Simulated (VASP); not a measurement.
Write the native input for VASP 6.6.1 that does the following.

```yaml
Task: single point
Functional: LDA
Potentials_or_basis: VASP PAW LDA potentials, release 64 (Sn_d, Se)
Cutoff: 520 eV
k_mesh: 8 × 8 × 4
Occupations: gaussian, width 0.02 eV
Spin: no spin polarisation
Dipole_correction: no
Further_INCAR_settings: ALGO = Normal; EDIFF = 1e-07; NBANDS = 28
```

The structure of SnSe lies in POSCAR:

```
SnSe
1.0
    4.3277591630      0.0000000000      0.0000000000
    0.0000000000      4.3277591630      0.0000000000
    0.0000000000      0.0000000000     11.0995179414
Sn Se
2 2
Direct
    0.0000000000      0.5000000000      0.6277708900
    0.5000000000      0.0000000000      0.3722291100
    0.0000000000      0.5000000000      0.3839605100
    0.5000000000      0.0000000000      0.6160394900
```

One way to write it, as run:

INCAR

```
PREC = Accurate ; ENCUT = 520
EDIFF = 1E-7 ; ISMEAR = 0
SIGMA = 0.02 ; LREAL = False
LASPH = True ; NELM = 80
ALGO = Normal ; ISIF = 2
LWAVE = False ; LCHARG = True
LELF = True ; LVHAR = True
NBANDS = 28
```

KPOINTS

```
regular mesh
0
Gamma
  8 8 4
```

Potentials or basis: VASP PAW LDA potentials, release 64 (Sn_d, Se).

Run with:

```bash
$ cat potpaw_LDA.64/Sn_d/POTCAR potpaw_LDA.64/Se/POTCAR > POTCAR
$ mpirun -np 1 vasp_std > vasp.out
```

Results of the run:

```
Largest force          : 0.403 eV/Å
Band gap on the k mesh : 1.00 eV
```

Caveat: there is no dipole correction, which matters where the two faces differ; spin-orbit coupling is left out, which moves the levels of the heavy elements.

Wall time 2.2 min on 1 thread of AMD EPYC 9R45 96-Core Processor (Zen 5) (shared host), peak memory 0.35 GiB.
